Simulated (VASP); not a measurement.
# BeS (P6_3/mmc) in VASP: notebook, part 3 of 3

VASP 6.6.1.

## Step 5: Single point, LDA

This run uses another cell than the first one, of 12.39 Å³/atom, 1.028 times its volume.

Contents of INCAR:

```
SYSTEM = BeS
ALGO = Normal ; EDIFF = 1E-6
ENCUT = 520 ; GGA = CA
ISIF = 2 ; ISMEAR = 0
LASPH = .True. ; LCHARG = .False.
LREAL = .False. ; LWAVE = .False.
NBANDS = 16 ; NELM = 60
PREC = Accurate ; SIGMA = 0.01
```

Contents of KPOINTS:

```
k-points
0
Gamma
  12 12 6
  0 0 0
```

Contents of POSCAR:

```
BeS
1.0
    3.3002360792      0.0000000000      0.0000000000
   -1.6501180396      2.8580882831      0.0000000000
    0.0000000000      0.0000000000      5.2552220520
Be S
2 2
Direct
    0.0000000000      0.0000000000      0.0000000000
    0.0000000000      0.0000000000      0.5000000000
    0.3333333333      0.6666666667      0.2500000000
    0.6666666667      0.3333333333      0.7500000000
```

Potentials or basis: VASP PAW LDA potentials, release 64 (Be, S).

Run with:

```bash
> cat potpaw_LDA.64/Be/POTCAR potpaw_LDA.64/S/POTCAR > POTCAR
> mpirun -np 1 vasp_std > vasp.out
```

OUTCAR:

```text
SYSTEM = BeS
   EDIFF = 1E-6
   ENCUT = 520
   GGA = CA
   ISIF = 2
   ISMEAR = 0
   LASPH = .True.
   LREAL = .False.
   NELM = 60
   PREC = Accurate

 ion  position               nearest neighbor table
   1  0.000  0.000  0.000-   3 2.31   4 2.31   4 2.31   3 2.31   4 2.31   3 2.31
   2  0.000  0.000  0.500-   3 2.31   4 2.31   4 2.31   3 2.31   4 2.31   3 2.31
   3  0.333  0.667  0.250-   1 2.31   2 2.31   1 2.31   2 2.31   1 2.31   2 2.31
   4  0.667  0.333  0.750-   1 2.31   2 2.31   1 2.31   2 2.31   1 2.31   2 2.31

  LATTYP: Found a hexagonal cell.
 ALAT       =     3.3002360792
 C/A-ratio  =     1.5923776136

  Lattice vectors:

 A1 = (   3.3002360792,   0.0000000000,   0.0000000000)
 A2 = (  -1.6501180396,   2.8580882831,   0.0000000000)
 A3 = (   0.0000000000,   0.0000000000,   5.2552220520)

Analysis of symmetry for initial positions (statically):
=====================================================================
 Subroutine PRICEL returns:
 Original cell was already a primitive cell.

 Routine SETGRP: Setting up the symmetry group for a
 hexagonal supercell.

 Subroutine GETGRP returns: Found 24 space group operations
 (whereof 12 operations were pure point group operations)
 out of a pool of 24 trial point group operations.

The static configuration has the point symmetry D_3d.
 The point group associated with its full space group is D_6h.

Analysis of symmetry for dynamics (positions and initial velocities):
=====================================================================
 Subroutine PRICEL returns:
 Original cell was already a primitive cell.

 Routine SETGRP: Setting up the symmetry group for a
 hexagonal supercell.

 Subroutine GETGRP returns: Found 24 space group operations
 (whereof 12 operations were pure point group operations)
 out of a pool of 24 trial point group operations.

The dynamic configuration has the point symmetry D_3d.
 The point group associated with its full space group is D_6h.

 Subroutine INISYM returns: Found 24 space group operations
 (whereof 12 operations are pure point group operations),
 and found     1 'primitive' translations

----------------------------------------------------------------------------------------

                                     Primitive cell

  volume of cell :      49.5692

  direct lattice vectors                    reciprocal lattice vectors
     3.300236079  0.000000000  0.000000000     0.303008626  0.174942112  0.000000000
    -1.650118040  2.858088283  0.000000000     0.000000000  0.349884224  0.000000000
     0.000000000  0.000000000  5.255222052     0.000000000  0.000000000  0.190286917

  length of vectors
     3.300236079  3.300236079  5.255222052     0.349884224  0.349884224  0.190286917

  position of ions in fractional coordinates (direct lattice)
     0.000000000  0.000000000  0.000000000
     0.000000000  0.000000000  0.500000000
     0.333333333  0.666666667  0.250000000
     0.666666667  0.333333333  0.750000000

  ion indices of the primitive-cell ions
   primitive index   ion index
                 1           1
                 2           2
                 3           3
                 4           4

----------------------------------------------------------------------------------------

 KPOINTS: k-points

Automatic generation of k-mesh.
 Grid dimensions read from file:
 generate k-points for:   12   12    6

 Generating k-lattice:

  Cartesian coordinates                     Fractional coordinates (reciprocal lattice)
     0.025250719  0.014578509  0.000000000     0.083333333  0.000000000  0.000000000
     0.000000000  0.029157019  0.000000000     0.000000000  0.083333333  0.000000000
     0.000000000  0.000000000  0.031714486     0.000000000  0.000000000  0.166666667

  Length of vectors
     0.029157019  0.029157019  0.031714486

  Shift w.r.t. Gamma in fractional coordinates (k-lattice)
     0.000000000  0.000000000  0.000000000

 Subroutine IBZKPT returns following result:
 ===========================================

 Found     76 irreducible k-points:

 Following reciprocal coordinates:
            Coordinates               Weight
  0.000000  0.000000  0.000000      1.000000
  0.083333  0.000000  0.000000      6.000000
  0.166667  0.000000  0.000000      6.000000
  0.250000  0.000000  0.000000      6.000000
  0.333333 -0.000000  0.000000      6.000000
  0.416667  0.000000  0.000000      6.000000
[... 16 lines left out ...]
  0.250000  0.000000  0.166667     12.000000
  0.333333 -0.000000  0.166667     12.000000
 [... further k-points ...]
   k-points           NKPTS =     76   k-points in BZ     NKDIM =     76   number of bands    NBANDS=     16
   number of dos      NEDOS =    301   number of ions     NIONS =      4
   total plane-waves  NPLWV =  31360
   dimension x,y,z NGX =    28 NGY =   28 NGZ =   40
   dimension x,y,z NGXF=    56 NGYF=   56 NGZF=   80
   ions per type =               2   2
   NGX,Y,Z   is equivalent  to a cutoff of  14.10, 14.10, 12.65 a.u.
   NGXF,Y,Z  is equivalent  to a cutoff of  28.21, 28.21, 25.31 a.u.
 SYSTEM =  BeS
   PREC   = accura    normal or accurate (medium, high low for compatibility)
   ISTART =      0    job   : 0-new  1-cont  2-samecut
   ICHARG =      2    charge: 1-file 2-atom 10-const
   ISPIN  =      1    spin polarized calculation?
   LNONCOLLINEAR =      F non collinear calculations
   LSORBIT =      F    spin-orbit coupling
   LASPH  =      T    aspherical Exc in radial PAW
   ENCUT  =  520.0 eV  38.22 Ry    6.18 a.u.   6.14  6.14  9.77*2*pi/ulx,y,z
   NELM   =     60;   NELMIN=  2; NELMDL= -5     # of ELM steps
   EDIFF  = 0.1E-05   stopping-criterion for ELM
   LREAL  =      F    real-space projection
   EDIFFG = 0.1E-04   stopping-criterion for IOM
   NSW    =      0    number of steps for IOM
   IBRION =     -1    ionic relax: 0-MD 1-quasi-New 2-CG
   NFREE  =      0    steps in history (QN), initial steepest desc. (CG)
   ISIF   =      2    stress and relaxation
   ISYM   =      2    0-nonsym 1-usesym 2-fastsym
   POTIM  = 0.5000    time-step for ionic-motion
   TEBEG  =    0.0;   TEEND  =   0.0 temperature during run
   PSTRESS=    0.0 pullay stress
   NELECT =      16.0000    total number of electrons
   NUPDOWN=      -1.0000    fix difference up-down
   EMIN   =  10.00;   EMAX   =-10.00  energy-range for DOS
   EFERMI =   0.00;   METHOD = LEGACY
   ISMEAR =     0;   SIGMA  =   0.01  broadening in eV -4-tet -1-fermi 0-gaus
   EFERMI_NEDOS =   21; number of points for ismear=-14 and -15
   IALGO  =     38    algorithm
   IMIX   =      4    mixing-type and parameters
     AMIX     =   0.40;   BMIX     =  1.00
     AMIX_MAG =   1.60;   BMIX_MAG =  1.00
  volume/ion in A,a.u.               =      12.39        83.63
  Fermi-wavevector in a.u.,A,eV,Ry     =   1.122994  2.122152 17.158530  1.261116
  Thomas-Fermi vector in A             =   2.259658
   LORBIT       =      0    0 simple, 1 ext, 2 COOP (PROOUT), +10 PAW based schemes
   GGA     = CA    functional components
   LHFCALC =     F    Hartree Fock is set to
   AEXX    =    0.0000 exact exchange contribution
   IVDW    =     0    specifies the selected vdW correction
   LEPSILON=     F    determine dielectric tensor
   LRPA    =     F    only Hartree local field effects (RPA)
 non-spin polarized calculation
 Gauss-broadening in eV      SIGMA  =   0.01
  energy-cutoff  :      520.00
  volume of cell :       49.57
 maximum number of plane-waves:      1350
 NGX is ok and might be reduce to    28
   NGX = 13   NGY = 13   NGZ = 19

 number of electron      16.0000002 magnetization

 Free energy of the ion-electron system (eV)
  ---------------------------------------------------
  ext. energy  EPLUGINS =         0.00000000
  ---------------------------------------------------
  free energy    TOTEN  =       -20.37978541 eV

  energy without entropy =      -20.37978541  energy(sigma->0) =      -20.37978541

 E-fermi :   6.6423     XC(G=0): -10.7619

 val. band max:        6.5626154680   @ k =   0.0000   0.0000   0.0000
 cond. band min:       8.0173926533   @ k =   0.3333   0.3333   0.0000
 fundamental gap:      1.4547771853
 Fermi energy:         6.6423057184

 k-point     1 :       0.0000    0.0000    0.0000
  band No.  band energies     occupation
      1      -8.5961      2.00000
      2      -6.2259      2.00000
      3      -0.6497      2.00000
      4       5.7652      2.00000
      5       5.7652      2.00000
      6       5.8188      2.00000
[... 433 lines left out ...]
      3       0.2664      2.00000
      4       1.4758      2.00000
      5       1.8704      2.00000
      6       3.5989      2.00000
[... 8 lines left out ...]
     15      15.6144      0.00000
     16      16.9825      0.00000

 [... further k-points ...]
[... 5 lines left out ...]
  --------------------------------------------------------------------------------------
  -------------------------------------------------------------------------------------
  Total       -1.6453529     -1.6453529     -1.6814116      0.0000000      0.0000000     -0.0000000
  in kB      -53.1811751    -53.1811751    -54.3466647      0.0000000      0.0000000     -0.0000000
  external PRESSURE =     -53.5696716 kB  Pullay stress =       0.0000000 kB

 VOLUME and BASIS-vectors are now :
 -----------------------------------------------------------------------------
  energy-cutoff  :      520.00
  volume of cell :       49.57
      direct lattice vectors                 reciprocal lattice vectors
     3.300236079  0.000000000  0.000000000     0.303008626  0.174942112  0.000000000
    -1.650118040  2.858088283  0.000000000     0.000000000  0.349884224  0.000000000
     0.000000000  0.000000000  5.255222052     0.000000000  0.000000000  0.190286917

 POSITION                                       TOTAL-FORCE (eV/Angst)
 -----------------------------------------------------------------------------------
      0.00000      0.00000      0.00000        -0.000000     -0.000000     -0.000000
      0.00000      0.00000      2.62761        -0.000000     -0.000000     -0.000000
     -0.00000      1.90539      1.31381        -0.000000      0.000000      0.000000
      1.65012      0.95270      3.94142         0.000000     -0.000000      0.000000
 -----------------------------------------------------------------------------------
    total drift:                                0.000000     -0.000000     -0.000000

  FREE ENERGIE OF THE ION-ELECTRON SYSTEM (eV)
  ---------------------------------------------------
  free  energy   TOTEN  =       -20.3797854099 eV

  energy  without entropy=      -20.3797854099  energy(sigma->0) =      -20.37978541
```

OSZICAR:

```text
N       E                     dE             d eps       ncg     rms          rms(c)
DAV:   1     0.471152242333E+02    0.47115E+02   -0.70069E+03  2432   0.886E+02
DAV:   2    -0.172828878593E+02   -0.64398E+02   -0.57603E+02  3424   0.148E+02
DAV:   3    -0.205434661449E+02   -0.32606E+01   -0.32449E+01  3344   0.351E+01
DAV:   4    -0.205697136374E+02   -0.26247E-01   -0.26243E-01  2976   0.371E+00
DAV:   5    -0.205700374268E+02   -0.32379E-03   -0.32378E-03  3416   0.413E-01    0.934E+00
DAV:   6    -0.204134796097E+02    0.15656E+00   -0.16033E-01  3096   0.208E+00    0.612E+00
DAV:   7    -0.203839174133E+02    0.29562E-01   -0.10234E-01  3392   0.167E+00    0.874E-01
DAV:   8    -0.203797532660E+02    0.41641E-02   -0.13106E-02  2880   0.640E-01    0.669E-02
DAV:   9    -0.203797847707E+02   -0.31505E-04   -0.69544E-04  3288   0.161E-01    0.481E-02
DAV:  10    -0.203797854099E+02   -0.63919E-06   -0.88599E-06  2984   0.190E-02
   1 F= -.20379785E+02 E0= -.20379785E+02  d E =-.171745E-32
```

Wall time 30 s (1 thread of Intel Xeon 6975P-C, shared host); peak memory 0.18 GiB.

Results:

```
Free energy            : -20.3798 eV
Pressure               : -5.4 GPa
Band gap on the k mesh : 1.45 eV, indirect (least direct gap 3.35 eV)
```

## Step 6: The runs side by side

| level | potentials or basis | cell | k mesh | smearing | gap on the mesh (eV) | pressure (GPa) |
| --- | --- | --- | --- | --- | --- | --- |
| PBEsol | VASP PAW PBE potentials, release 64 (Be, S) | a = 3.271, b = 3.271, c = 5.207 Å, angles 90.0, 90.0, 120.0°, 4 atoms | 12 × 12 × 4 | fermi-dirac 0.02 eV | 1.41 | 0.2 |
| PBE | VASP PAW PBE potentials, release 64 (Be, S) | a = 3.300, b = 3.300, c = 5.247 Å, angles 90.0, 90.0, 120.0°, 4 atoms | 12 × 12 × 6 | fermi-dirac 0.02 eV | 1.45 | -0.1 |
| PBE | VASP PAW PBE potentials, release 64 (Be, S) | a = 3.300, b = 3.300, c = 5.255 Å, angles 90.0, 90.0, 120.0°, 4 atoms | 12 × 12 × 6 | fermi-dirac 0.02 eV | 1.47 | -0.2 |
| LDA | VASP PAW LDA potentials, release 64 (Be, S) | a = 3.300, b = 3.300, c = 5.255 Å, angles 90.0, 90.0, 120.0°, 4 atoms | 12 × 12 × 6 | gaussian 0.01 eV | 1.45 | -5.4 |

Alike in all rows: task single point; no spin polarisation; cutoff (eV) 520.

Caveats: the PAW data sets were made with another functional, which shifts forces and pressure a little (some runs).

Absolute energies hang on the potentials; compare differences alone.
